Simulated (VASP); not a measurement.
# Rh (P6_3/mmc) in VASP: a series of runs

Rh is run at these levels: PBE; tasks: single point.

Everything below comes from runs of VASP 6.6.1. Logs are shortened: lines on timing, memory, paths and dates and some standing lists are left out, and cuts for length are marked.

### Step 1. The cell of the first run

The structure is hexagonal, space group P6_3/mmc (No. 194). Conventional cell: a = 2.725 Å, b = 2.725 Å, c = 4.385 Å, α = 90.00°, β = 90.00°, γ = 120.00°. Within 3.6 Å of Rh (site symmetry -6m2) lie 12 Rh at 2.70 to 2.72 Å.

This isn't the form of Rh at room conditions, which is fcc.

### Step 2. Single point, PBE, collinear spin, ferromagnetic start (14.10 Å³/atom)

The input, INCAR:

```
PREC = Accurate
ENCUT = 500
EDIFF = 1E-6
ISMEAR = 0
SIGMA = 0.15
LREAL = False
LASPH = True
NELM = 200
ALGO = Normal
ISIF = 2
LWAVE = False
LCHARG = False
ISPIN = 2
MAGMOM = 1 1
LORBIT = 11
NUPDOWN = 2.0
LMAXMIX = 4
GGA = PE
NBANDS = 26
GGA_COMPAT = False
```

The input, KPOINTS:

```
regular mesh
0
Gamma
  21 21 12
```

The input, POSCAR:

```
Rh
1.0
    2.7248648789      0.0000000000      0.0000000000
   -1.3624324395      2.3598022070      0.0000000000
    0.0000000000      0.0000000000      4.3851186793
Rh
2
Direct
    0.6666666667      0.3333333333      0.7500000000
    0.3333333333      0.6666666667      0.2500000000
```

Potentials or basis: VASP PAW PBE potentials, release 64 (Rh_pv).

The run is started by

```
cat potpaw_PBE.64/Rh_pv/POTCAR > POTCAR
mpirun -np 1 vasp_std > vasp.out
```

OUTCAR:

```text
PREC = Accurate
   ENCUT = 500
   EDIFF = 1E-6
   ISMEAR = 0
   LREAL = False
   LASPH = True
   NELM = 200
   ISIF = 2
   ISPIN = 2
   LORBIT = 11
   NUPDOWN = 2.0
   GGA = PE

 ion  position               nearest neighbor table
   1  0.667  0.333  0.750-   2 2.70   2 2.70   2 2.70   2 2.70   2 2.70   2 2.70
   2  0.333  0.667  0.250-   1 2.70   1 2.70   1 2.70   1 2.70   1 2.70   1 2.70

  LATTYP: Found a hexagonal cell.
 ALAT       =     2.7248648789
 C/A-ratio  =     1.6092976622

  Lattice vectors:

 A1 = (   2.7248648789,   0.0000000000,   0.0000000000)
 A2 = (  -1.3624324395,   2.3598022070,   0.0000000000)
 A3 = (   0.0000000000,   0.0000000000,   4.3851186793)

Analysis of symmetry for initial positions (statically):
=====================================================================
 Subroutine PRICEL returns:
 Original cell was already a primitive cell.

 Routine SETGRP: Setting up the symmetry group for a
 hexagonal supercell.

 Subroutine GETGRP returns: Found 24 space group operations
 (whereof 12 operations were pure point group operations)
 out of a pool of 24 trial point group operations.

The static configuration has the point symmetry D_3d.
 The point group associated with its full space group is D_6h.

Analysis of symmetry for dynamics (positions and initial velocities):
=====================================================================
 Subroutine PRICEL returns:
 Original cell was already a primitive cell.

 Routine SETGRP: Setting up the symmetry group for a
 hexagonal supercell.

 Subroutine GETGRP returns: Found 24 space group operations
 (whereof 12 operations were pure point group operations)
 out of a pool of 24 trial point group operations.

The dynamic configuration has the point symmetry D_3d.
 The point group associated with its full space group is D_6h.

Analysis of structural, dynamic, and magnetic symmetry:
=====================================================================
 Subroutine PRICEL returns:
 Original cell was already a primitive cell.

 Routine SETGRP: Setting up the symmetry group for a
 hexagonal supercell.

 Subroutine GETGRP returns: Found 24 space group operations
 (whereof 12 operations were pure point group operations)
 out of a pool of 24 trial point group operations.

The overall configuration has the point symmetry D_3d.
 The point group associated with its full space group is D_6h.

 Subroutine INISYM returns: Found 24 space group operations
 (whereof 12 operations are pure point group operations),
 and found     1 'primitive' translations

----------------------------------------------------------------------------------------

                                     Primitive cell

  volume of cell :      28.1969

  direct lattice vectors                    reciprocal lattice vectors
     2.724864879  0.000000000  0.000000000     0.366990675  0.211882165  0.000000000
    -1.362432440  2.359802207  0.000000000     0.000000000  0.423764329  0.000000000
     0.000000000  0.000000000  4.385118679     0.000000000  0.000000000  0.228043999

  length of vectors
     2.724864879  2.724864879  4.385118679     0.423764330  0.423764329  0.228043999

  position of ions in fractional coordinates (direct lattice)
     0.666666667  0.333333333  0.750000000
     0.333333333  0.666666667  0.250000000

  ion indices of the primitive-cell ions
   primitive index   ion index
                 1           1
                 2           2

----------------------------------------------------------------------------------------

 KPOINTS: regular mesh

Automatic generation of k-mesh.
 Grid dimensions read from file:
 generate k-points for:   21   21   12

 Generating k-lattice:

  Cartesian coordinates                     Fractional coordinates (reciprocal lattice)
     0.017475746  0.010089627  0.000000000     0.047619048  0.000000000  0.000000000
     0.000000000  0.020179254  0.000000000     0.000000000  0.047619048  0.000000000
     0.000000000  0.000000000  0.019003667     0.000000000  0.000000000  0.083333333

  Length of vectors
     0.020179254  0.020179254  0.019003667

  Shift w.r.t. Gamma in fractional coordinates (k-lattice)
     0.000000000  0.000000000  0.000000000

 Subroutine IBZKPT returns following result:
 ===========================================

 Found    336 irreducible k-points:

 Following reciprocal coordinates:
            Coordinates               Weight
  0.000000  0.000000  0.000000      1.000000
  0.047619  0.000000  0.000000      6.000000
  0.095238  0.000000  0.000000      6.000000
  0.142857  0.000000  0.000000      6.000000
  0.190476  0.000000  0.000000      6.000000
  0.238095  0.000000  0.000000      6.000000
[... 16 lines left out ...]
  0.142857  0.095238  0.000000     12.000000
  0.190476  0.095238  0.000000     12.000000
 [... further k-points ...]
   k-points           NKPTS =    336   k-points in BZ     NKDIM =    336   number of bands    NBANDS=     26
   number of dos      NEDOS =    301   number of ions     NIONS =      2
   total plane-waves  NPLWV =  12800
   dimension x,y,z NGX =    20 NGY =   20 NGZ =   32
   dimension x,y,z NGXF=    40 NGYF=   40 NGZF=   64
   ions per type =               2
   NGX,Y,Z   is equivalent  to a cutoff of  12.20, 12.20, 12.13 a.u.
   NGXF,Y,Z  is equivalent  to a cutoff of  24.40, 24.40, 24.26 a.u.
 SYSTEM =  unknown system
   PREC   = accura    normal or accurate (medium, high low for compatibility)
   ISTART =      0    job   : 0-new  1-cont  2-samecut
   ICHARG =      2    charge: 1-file 2-atom 10-const
   ISPIN  =      2    spin polarized calculation?
   LNONCOLLINEAR =      F non collinear calculations
   LSORBIT =      F    spin-orbit coupling
   LASPH  =      T    aspherical Exc in radial PAW
   ENCUT  =  500.0 eV  36.75 Ry    6.06 a.u.   4.97  4.97  8.00*2*pi/ulx,y,z
   NELM   =    200;   NELMIN=  2; NELMDL= -5     # of ELM steps
   EDIFF  = 0.1E-05   stopping-criterion for ELM
   LREAL  =      F    real-space projection
   EDIFFG = 0.1E-04   stopping-criterion for IOM
   NSW    =      0    number of steps for IOM
   IBRION =     -1    ionic relax: 0-MD 1-quasi-New 2-CG
   NFREE  =      0    steps in history (QN), initial steepest desc. (CG)
   ISIF   =      2    stress and relaxation
   ISYM   =      2    0-nonsym 1-usesym 2-fastsym
   POTIM  = 0.5000    time-step for ionic-motion
   TEBEG  =    0.0;   TEEND  =   0.0 temperature during run
   PSTRESS=    0.0 pullay stress
   NELECT =      30.0000    total number of electrons
   NUPDOWN=       2.0000    fix difference up-down
   EMIN   =  10.00;   EMAX   =-10.00  energy-range for DOS
   EFERMI =   0.00;   METHOD = LEGACY
   ISMEAR =     0;   SIGMA  =   0.15  broadening in eV -4-tet -1-fermi 0-gaus
   EFERMI_NEDOS =   21; number of points for ismear=-14 and -15
   IALGO  =     38    algorithm
   IMIX   =      4    mixing-type and parameters
     AMIX     =   0.40;   BMIX     =  1.00
     AMIX_MAG =   1.60;   BMIX_MAG =  1.00
  volume/ion in A,a.u.               =      14.10        95.14
  Fermi-wavevector in a.u.,A,eV,Ry     =   1.671275  3.158252 38.003255  2.793160
  Thomas-Fermi vector in A             =   2.756626
   LORBIT       =     11    0 simple, 1 ext, 2 COOP (PROOUT), +10 PAW based schemes
   GGA     = PE    functional components
   LHFCALC =     F    Hartree Fock is set to
   AEXX    =    0.0000 exact exchange contribution
   IVDW    =     0    specifies the selected vdW correction
   LEPSILON=     F    determine dielectric tensor
   LRPA    =     F    only Hartree local field effects (RPA)
 spin polarized calculation
 Gauss-broadening in eV      SIGMA  =   0.15
  energy-cutoff  :      500.00
  volume of cell :       28.20
 maximum number of plane-waves:       744
 NGX is ok and might be reduce to    20
   NGX =  9   NGY =  9   NGZ = 15

 number of electron      30.0000018 magnetization       2.0000002

 Free energy of the ion-electron system (eV)
  ---------------------------------------------------
  ext. energy  EPLUGINS =         0.00000000
  ---------------------------------------------------
  free energy    TOTEN  =       -14.24637624 eV

  energy without entropy =      -14.20830616  energy(sigma->0) =      -14.22734120

 E-fermi :  11.1672     XC(G=0): -13.8586

 val. band max:       11.6582221218   @ k =   0.1905   0.1429   0.2500
 cond. band min:      11.1683297217   @ k =   0.1429   0.0476   0.3333
 fundamental gap:     -0.4898924001
 Fermi energy:        11.6594646532

 spin component 1

 k-point     1 :       0.0000    0.0000    0.0000
  band No.  band energies     occupation
      1     -35.8929      1.00000
      2     -35.3121      1.00000
      3     -35.3121      1.00000
      4     -35.2113      1.00000
      5     -35.2113      1.00000
      6     -35.2028      1.00000
[... 18 lines left out ...]
     25      33.7487      0.00000
     26      33.7487      0.00000
[... 644 lines left out ...]
      4     -35.3747      1.00000
      5     -35.2685      1.00000
      6     -35.2614      1.00000
[... 18 lines left out ...]
     25      31.5737      0.00000
     26      31.5896      0.00000

 [... further k-points ...]

 spin component 2

 k-point     1 :       0.0000    0.0000    0.0000
  band No.  band energies     occupation
      1     -35.0699      1.00000
      2     -34.4879      1.00000
      3     -34.4879      1.00000
      4     -34.3853      1.00000
      5     -34.3853      1.00000
      6     -34.3629      1.00000
[... 18 lines left out ...]
     25      34.0219      0.00000
     26      34.0219      0.00000
[... 644 lines left out ...]
      4     -34.5521      1.00000
      5     -34.4437      1.00000
      6     -34.4226      1.00000
[... 18 lines left out ...]
     25      32.8500      0.00000
     26      33.2696      0.00000

 [... further k-points ...]
[... 5 lines left out ...]
  --------------------------------------------------------------------------------------
  -------------------------------------------------------------------------------------
  Total        1.0452563      1.0452563      1.1232801     -0.0000000      0.0000000      0.0000000
  in kB       59.3924803     59.3924803     63.8258662     -0.0000000      0.0000000      0.0000000
  external PRESSURE =      60.8702756 kB  Pullay stress =       0.0000000 kB

 VOLUME and BASIS-vectors are now :
 -----------------------------------------------------------------------------
  energy-cutoff  :      500.00
  volume of cell :       28.20
      direct lattice vectors                 reciprocal lattice vectors
     2.724864879  0.000000000  0.000000000     0.366990675  0.211882165  0.000000000
    -1.362432440  2.359802207  0.000000000     0.000000000  0.423764329  0.000000000
     0.000000000  0.000000000  4.385118679     0.000000000  0.000000000  0.228043999

 POSITION                                       TOTAL-FORCE (eV/Angst)
 -----------------------------------------------------------------------------------
      1.36243      0.78660      3.28884         0.000000      0.000000      0.000000
     -0.00000      1.57320      1.09628        -0.000000     -0.000000      0.000000
 -----------------------------------------------------------------------------------
    total drift:                               -0.000000      0.000000     -0.000000

  FREE ENERGIE OF THE ION-ELECTRON SYSTEM (eV)
  ---------------------------------------------------
  free  energy   TOTEN  =       -14.2463762424 eV

  energy  without entropy=      -14.2083061569  energy(sigma->0) =      -14.22734120

 total charge

# of ion       s       p       d       tot
------------------------------------------
    1        0.400   6.283   7.067  13.750
    2        0.400   6.283   7.067  13.750
--------------------------------------------------
tot          0.800  12.566  14.133  27.500

 magnetization (x)

# of ion       s       p       d       tot
------------------------------------------
    1       -0.001  -0.002   1.002   0.998
    2       -0.001  -0.002   1.002   0.998
--------------------------------------------------
tot         -0.003  -0.004   2.003   1.997
```

Wall time 8.5 min (1 thread of Oxide Virtual Turin-like, shared host); peak memory 0.35 GiB.

Results:

| Property | Result |
| --- | --- |
| Free energy | -14.2464 eV |
| Pressure | 6.1 GPa |
| Net moment | 2.00 μB per cell |
| Site moments | Rh +1.00 μB |
| Valence electrons inside the program's atomic spheres | Rh 13.75 |

Stress tensor (GPa, compression positive):
```
5.94 0.00 0.00
0.00 5.94 0.00
0.00 0.00 6.38
```

Caveat: the cell stands under pressure; the total moment is fixed, so each spin has its own Fermi level and the state may be an excited one.

(Part 1 of 2 ends here.)
